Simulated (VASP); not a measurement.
**Hf: single point with PBE**

The system is Hf.

```
CELL_PARAMETERS angstrom
0.00000 2.25777 2.25777
2.25777 0.00000 2.25777
2.25777 2.25777 0.00000
ATOMIC_POSITIONS crystal
Hf 0.00000 0.00000 0.00000
```

```yaml
Program: VASP 6.6.1
Task: single point
Functional: PBE
Potentials_or_basis: VASP PAW PBE potentials, release 64 (Hf_pv)
Cutoff: 520 eV
k_mesh: 14 × 14 × 14
Occupations: fermi-dirac, width 0.0612256 eV
Spin: no spin polarisation
Dipole_correction: no
Further_INCAR_settings: ALGO = Normal; EDIFF = 1e-06; NBANDS = 11
```

```yaml
Pressure: -2.3 GPa
Band_gap_on_the_k_mesh: zero (band 5 reaches 5.93 eV, above the bottom of band 6 at 3.93 eV)
```

Levels at points of the mesh, in eV from the Fermi level:
```
           k point  band 1  band 2  band 3  band 4  band 5  band 6  band 7  band 8  band 9  band 10
(0.00, 0.00, 0.00)  -30.11  -30.11  -30.11   -7.11    1.40    1.40    1.40    4.08    4.08    11.23
(0.50, 0.00, 0.00)  -30.85  -30.21  -30.21   -3.55    0.50    1.19    1.19    6.12    6.12     9.03
(0.50, 0.50, 0.00)  -30.80  -30.38  -30.38   -3.13   -2.02    2.38    6.13    6.71    6.71     9.67
```

It took 18 s on 1 thread of Intel Xeon 8259CL, with other jobs on the host, peak memory 0.16 GiB.

Caveat: spin-orbit coupling is left out, which moves the levels of the heavy elements.
